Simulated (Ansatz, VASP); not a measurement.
## Two plane-wave programs on Hg

The input INCAR:

```
SYSTEM = Hg
PREC = Accurate
ENCUT = 520
EDIFF = 1E-6
ISMEAR = 0
SIGMA = 0.1
LREAL = .FALSE.
LASPH = .TRUE.
NELM = 60
ALGO = Normal
ISIF = 2
LWAVE = .FALSE.
LCHARG = .FALSE.
GGA = PS
NBANDS = 12
```

File KPOINTS:

```
Automatic mesh
0
G
  10 10 10
  0 0 0
```

The input POSCAR:

```
Hg
1.0
   -1.8767364354      1.8767364354      1.9168448550
    1.8767364354     -1.8767364354      1.9168448550
    1.8767364354      1.8767364354     -1.9168448550
Hg
1
Direct
    0.5000000000      0.5000000000      0.0000000000
```

File input.yaml:

```yaml
crystal:
  lattice:
    - [-1.8767364354, 1.8767364354, 1.916844855]
    - [1.8767364354, -1.8767364354, 1.916844855]
    - [1.8767364354, 1.8767364354, -1.916844855]
  atoms:
    - { symbol: Hg, position: [0.5, 0.5, 0.0] }
hamiltonian:
  xc: pbesol
  pseudopotentials: { kind: paw }
kpoints:
  mp_grid: { grid: [10, 10, 10] }
scf:
  occupations: { method: gaussian, width: 0.1 }
output:
  forces: true
  stress: true
  eigenvalues: true
```

Alike in both runs: task single point; functional PBEsol; k mesh 10 × 10 × 10; occupations gaussian, width 0.1 eV; no spin polarisation.

|  | VASP | Ansatz |
| --- | --- | --- |
| version | VASP 6.6.1 | Ansatz 0.2.0 |
| potentials or method | VASP PAW PBE potentials, release 64 (Hg) | Ansatz PAW |
| plane-wave cutoff (eV) | 520 | 420 |
| valence electrons in the cell | 12 | 20 |

```tsv
	VASP	Ansatz	Ansatz less VASP
gap on the k mesh at the Fermi level (eV)	none	none	-
pressure (GPa)	-2.2	-2.4	-0.16
traceless stress, the component that is largest in VASP (GPa)	0.19	0.19	+0.006
```

VASP's potentials were made for PBE, not for PBEsol. A gap of «none» marks a metal or a gap that the smearing closes. The functional is the same, so the differences come from potentials, cutoffs and numerics. VASP's potentials hold 12 valence electrons a cell and Ansatz's 20, so a difference there can come from the potentials and not from the codes.

Spin-orbit coupling is off throughout.
